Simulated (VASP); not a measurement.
# S (Pm-3m) in VASP: single point with PBEsol+D3(BJ)

Aim: the single point of S with PBEsol+D3(BJ).

All numbers are computed with VASP 6.6.1; they aren't measurements. Logs are shortened: lines on timing, memory, paths and dates and some standing lists are left out, and cuts for length are marked.

## 1. The cell of the first run

Symmetry: Pm-3m, No. 221, cubic system. Conventional cell: a = 3.596 Å, b = 3.596 Å, c = 3.596 Å, α = 90.00°, β = 90.00°, γ = 90.00°. S (site symmetry m-3m) has 6 S at 3.60 Å within 4.7 Å.

## 2. Single point, PBEsol+D3(BJ)

The input, INCAR:

```
  ALGO = Normal
  EDIFF = 1E-6
  ENCUT = 500
  GGA = PS
  GGA_COMPAT = F
  ISIF = 2
  ISMEAR = 1
  IVDW = 12
  LASPH = T
  LCHARG = F
  LREAL = F
  LWAVE = F
  NBANDS = 9
  NELM = 120
  PREC = Accurate
  SIGMA = 0.05
```

The input, KPOINTS:

```
k-points
0
Gamma
  7 7 7
```

The input, POSCAR:

```
S
1.0
    3.5956350000      0.0000000000      0.0000000000
    0.0000000000      3.5956350000      0.0000000000
    0.0000000000      0.0000000000      3.5956350000
S
1
Direct
    0.0000000000      0.0000000000      0.0000000000
```

Potentials or basis: VASP PAW PBE potentials, release 64 (S).

Launch:

```console
cat potpaw_PBE.64/S/POTCAR > POTCAR
mpirun -np 1 vasp_std > vasp.out
```

OUTCAR:

```text
EDIFF = 1E-6
   ENCUT = 500
   GGA = PS
   ISIF = 2
   ISMEAR = 1
   IVDW = 12
   LASPH = T
   LREAL = F
   NELM = 120
   PREC = Accurate
 IVDW          = 12

 ion  position               nearest neighbor table
   1  0.000  0.000  0.000-

  LATTYP: Found a simple cubic cell.
 ALAT       =     3.5956350000

  Lattice vectors:

 A1 = (   3.5956350000,   0.0000000000,   0.0000000000)
 A2 = (   0.0000000000,   3.5956350000,   0.0000000000)
 A3 = (   0.0000000000,   0.0000000000,   3.5956350000)

Analysis of symmetry for initial positions (statically):
=====================================================================
 Subroutine PRICEL returns:
 Original cell was already a primitive cell.

 Routine SETGRP: Setting up the symmetry group for a
 simple cubic supercell.

 Subroutine GETGRP returns: Found 48 space group operations
 (whereof 48 operations were pure point group operations)
 out of a pool of 48 trial point group operations.

The static configuration has the point symmetry O_h .

Analysis of symmetry for dynamics (positions and initial velocities):
=====================================================================
 Subroutine PRICEL returns:
 Original cell was already a primitive cell.

 Routine SETGRP: Setting up the symmetry group for a
 simple cubic supercell.

 Subroutine GETGRP returns: Found 48 space group operations
 (whereof 48 operations were pure point group operations)
 out of a pool of 48 trial point group operations.

The dynamic configuration has the point symmetry O_h .

 Subroutine INISYM returns: Found 48 space group operations
 (whereof 48 operations are pure point group operations),
 and found     1 'primitive' translations

----------------------------------------------------------------------------------------

                                     Primitive cell

  volume of cell :      46.4865

  direct lattice vectors                    reciprocal lattice vectors
     3.595635000  0.000000000  0.000000000     0.278114992  0.000000000  0.000000000
     0.000000000  3.595635000  0.000000000     0.000000000  0.278114992  0.000000000
     0.000000000  0.000000000  3.595635000     0.000000000  0.000000000  0.278114992

  length of vectors
     3.595635000  3.595635000  3.595635000     0.278114992  0.278114992  0.278114992

  position of ions in fractional coordinates (direct lattice)
     0.000000000  0.000000000  0.000000000

  ion indices of the primitive-cell ions
   primitive index   ion index
                 1           1

----------------------------------------------------------------------------------------
[... 72 lines left out ...]
   ISYM   =      2    0-nonsym 1-usesym 2-fastsym
   POTIM  = 0.5000    time-step for ionic-motion
   TEBEG  =    0.0;   TEEND  =   0.0 temperature during run
   PSTRESS=    0.0 pullay stress
   NELECT =       6.0000    total number of electrons
   NUPDOWN=      -1.0000    fix difference up-down
   EMIN   =  10.00;   EMAX   =-10.00  energy-range for DOS
   EFERMI =   0.00;   METHOD = LEGACY
   ISMEAR =     1;   SIGMA  =   0.05  broadening in eV -4-tet -1-fermi 0-gaus
   EFERMI_NEDOS =   21; number of points for ismear=-14 and -15
   IALGO  =     38    algorithm
   IMIX   =      4    mixing-type and parameters
     AMIX     =   0.40;   BMIX     =  1.00
     AMIX_MAG =   1.60;   BMIX_MAG =  1.00
  volume/ion in A,a.u.               =      46.49       313.71
  Fermi-wavevector in a.u.,A,eV,Ry     =   0.827338  1.563442  9.313027  0.684488
  Thomas-Fermi vector in A             =   1.939525
   LORBIT       =      0    0 simple, 1 ext, 2 COOP (PROOUT), +10 PAW based schemes
   GGA     = PS    functional components
   LHFCALC =     F    Hartree Fock is set to
   AEXX    =    0.0000 exact exchange contribution
   IVDW    =    12    specifies the selected vdW correction
   LEPSILON=     F    determine dielectric tensor
   LRPA    =     F    only Hartree local field effects (RPA)
 non-spin polarized calculation
 Methfessel and Paxton  Order N= 1 SIGMA  =   0.05
  energy-cutoff  :      500.00
  volume of cell :       46.49
 maximum number of plane-waves:      1197
 NGX is ok and might be reduce to    28
   NGX = 13   NGY = 13   NGZ = 13

 number of electron       5.9999998 magnetization

 Free energy of the ion-electron system (eV)
  ---------------------------------------------------
  ext. energy  EPLUGINS =         0.00000000
  ---------------------------------------------------
  free energy    TOTEN  =        -1.60577307 eV

  energy without entropy =       -1.60709431  energy(sigma->0) =       -1.60621348

 E-fermi :  -2.3804     XC(G=0):  -6.5615

 val. band max:       -2.4098549153   @ k =   0.2857   0.1429   0.1429
 cond. band min:      -2.3227779194   @ k =   0.2857   0.1429   0.1429
 fundamental gap:      0.0870769959
 Fermi energy:        -2.3803631050

 k-point     1 :       0.0000    0.0000    0.0000
  band No.  band energies     occupation
      1     -13.7211      2.00000
      2      -2.0845     -0.00000
      3      -2.0845     -0.00000
      4      -2.0845     -0.00000
      5       3.5997      0.00000
      6       6.8172      0.00000
      7       6.8172      0.00000
      8      13.2781      0.00000
      9      13.2781      0.00000
[... 217 lines left out ...]
 k-point    20 :       0.4286    0.4286    0.4286
  band No.  band energies     occupation
      1     -12.7903      2.00000
      2      -3.4029      2.00000
      3      -3.3753      2.00000
      4      -3.3753      2.00000
      5       5.8794      0.00000
      6       6.2387      0.00000
      7       6.2387      0.00000
      8      10.0094      0.00000
      9      13.8040      0.00000

------------------------ aborting loop because EDIFF is reached ----------------------------------------

 Edisp (eV)   -0.10616

 E8    (eV) :    -0.0611

  FORCE on cell =-STRESS in cart. coord.  units (eV):
  Direction    XX          YY          ZZ          XY          YZ          ZX
  --------------------------------------------------------------------------------------
  -------------------------------------------------------------------------------------
  Total      -2.50919    -2.50919    -2.50919     0.00000     0.00000     0.00000
  in kB     -86.48048   -86.48048   -86.48048     0.00000     0.00000     0.00000
  external pressure =      -86.48 kB  Pullay stress =        0.00 kB

 VOLUME and BASIS-vectors are now :
 -----------------------------------------------------------------------------
  energy-cutoff  :      500.00
  volume of cell :       46.49
      direct lattice vectors                 reciprocal lattice vectors
     3.595635000  0.000000000  0.000000000     0.278114992  0.000000000  0.000000000
     0.000000000  3.595635000  0.000000000     0.000000000  0.278114992  0.000000000
     0.000000000  0.000000000  3.595635000     0.000000000  0.000000000  0.278114992

 POSITION                                       TOTAL-FORCE (eV/Angst)
 -----------------------------------------------------------------------------------
      0.00000      0.00000      0.00000         0.000000      0.000000      0.000000
 -----------------------------------------------------------------------------------
    total drift:                               -0.000000      0.000000     -0.000000

  FREE ENERGIE OF THE ION-ELECTRON SYSTEM (eV)
  ---------------------------------------------------
  free  energy   TOTEN  =        -1.7119367469 eV

  energy  without entropy=       -1.7132579910  energy(sigma->0) =       -1.71237716
```

OSZICAR:

```text
N       E                     dE             d eps       ncg     rms          rms(c)
DAV:   1     0.130588417407E+02    0.13059E+02   -0.19733E+03   360   0.454E+02
DAV:   2    -0.834981126239E+00   -0.13894E+02   -0.13727E+02   463   0.696E+01
DAV:   3    -0.162338049616E+01   -0.78840E+00   -0.76128E+00   452   0.161E+01
DAV:   4    -0.162880696022E+01   -0.54265E-02   -0.54208E-02   599   0.147E+00
DAV:   5    -0.162882287957E+01   -0.15919E-04   -0.15918E-04   474   0.519E-02    0.953E-01
DAV:   6    -0.160875848317E+01    0.20064E-01   -0.36580E-02   413   0.808E-01    0.456E-01
DAV:   7    -0.160523814591E+01    0.35203E-02   -0.23801E-02   429   0.681E-01    0.193E-01
DAV:   8    -0.160576197440E+01   -0.52383E-03   -0.60822E-04   437   0.139E-01    0.461E-02
DAV:   9    -0.160576156336E+01    0.41105E-06   -0.11728E-05   496   0.192E-02    0.122E-02
DAV:  10    -0.160577219814E+01   -0.10635E-04   -0.16100E-05   403   0.196E-02    0.446E-03
DAV:  11    -0.160577306969E+01   -0.87154E-06   -0.14674E-06   432   0.491E-03
   1 F= -.17119367E+01 E0= -.17123772E+01  d E =0.132124E-02
```

It took 3.3 s on 1 thread of Intel Xeon 6975P-C (Granite Rapids), shared host; peak memory 0.15 GiB.

Results:

- Free energy: -1.7119 eV
- Pressure: -8.6 GPa
- Band gap on the k mesh: zero (band 3 reaches -1.85 eV, above the bottom of band 4 at -3.38 eV)
- Dispersion energy per atom: -0.106 eV

Levels at points of the mesh, in eV from the Fermi level:
| k point | band 1 | band 2 | band 3 | band 4 | band 5 | band 6 | band 7 |
| --- | --- | --- | --- | --- | --- | --- | --- |
| (0.00, 0.00, 0.00) | -11.34 | 0.30 | 0.30 | 0.30 | 5.98 | 9.20 | 9.20 |

Caveat: the PAW data sets were made with another functional, which shifts forces and pressure a little; pairwise dispersion overbinds metals, which lowers pressure and volume.
